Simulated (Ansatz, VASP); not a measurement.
CoSi in VASP and in Ansatz

Contents of INCAR:

```
PREC = Accurate ; ENCUT = 600
EDIFF = 1E-6 ; ISMEAR = 0
SIGMA = 0.1 ; LREAL = F
LASPH = T ; NELM = 60
ALGO = Normal ; ISIF = 3
LWAVE = F ; LCHARG = F
GGA = PE ; IBRION = 2
NSW = 100 ; EDIFFG = -0.005
```

The input KPOINTS:

```
Automatic mesh
0
Gamma
  8 8 8
```

Contents of POSCAR:

```
CoSi
1.0
    4.4380000000      0.0000000000      0.0000000000
    0.0000000000      4.4380000000      0.0000000000
    0.0000000000      0.0000000000      4.4380000000
Co Si
4 4
Direct
    0.1400000000      0.1400000000      0.1400000000
    0.3600000000      0.8600000000      0.6400000000
    0.6400000000      0.3600000000      0.8600000000
    0.8600000000      0.6400000000      0.3600000000
    0.8430000000      0.8430000000      0.8430000000
    0.6570000000      0.1570000000      0.3430000000
    0.3430000000      0.6570000000      0.1570000000
    0.1570000000      0.3430000000      0.6570000000
```

Input for Ansatz:

```yaml
crystal:
  lattice:
    - [4.438, 0.0, 0.0]
    - [0.0, 4.438, 0.0]
    - [0.0, 0.0, 4.438]
  atoms:
    - { symbol: Co, position: [0.14, 0.14, 0.14] }
    - { symbol: Co, position: [0.36, 0.86, 0.64] }
    - { symbol: Co, position: [0.64, 0.36, 0.86] }
    - { symbol: Co, position: [0.86, 0.64, 0.36] }
    - { symbol: Si, position: [0.843, 0.843, 0.843] }
    - { symbol: Si, position: [0.657, 0.157, 0.343] }
    - { symbol: Si, position: [0.343, 0.657, 0.157] }
    - { symbol: Si, position: [0.157, 0.343, 0.657] }
basis:
  ecutwfc: 420
kpoints:
  mp_grid: { grid: [8, 8, 8] }
hamiltonian:
  xc: pbe
scf:
  occupations: { method: gaussian, width: 0.1 }
output:
  forces: true
  stress: true
  eigenvalues: true
  write_density: true
  write_potential: true
  elf: true
  volumetric_format: npy
relax:
  adjacent_minimum: "off"
  f_tol: 0.005
  max_steps: 80
  cell: { stress_tol: 0.05 }
```

Alike in both runs: task relaxation of cell and atoms; functional PBE; k mesh 8 × 8 × 8; occupations gaussian, width 0.1 eV; no spin polarisation.

```csv
,VASP,Ansatz
version,VASP 6.6.1,Ansatz 0.2.0
potentials or method,"VASP PAW PBE potentials, release 64 (Co, Si), cutoff 600 eV","scalar-relativistic, plane waves, PAW"
valence electrons in the cell,52,84
```

|  | VASP | Ansatz | Ansatz less VASP |
| --- | --- | --- | --- |
| gap on the k mesh at the Fermi level, each at its own relaxed structure (eV) | none | none | - |
| relaxed volume (Å³/atom) | 10.86 | 10.87 | +0.011 |
| relaxed length of the cell vector where the two differ most in proportion (Å) | 4.429 | 4.431 | +0.0015 |

A gap of «none» marks a metal or a gap that the smearing closes. VASP's potentials hold 52 valence electrons a cell and Ansatz's 84, so a difference there can come from the potentials and not from the codes.
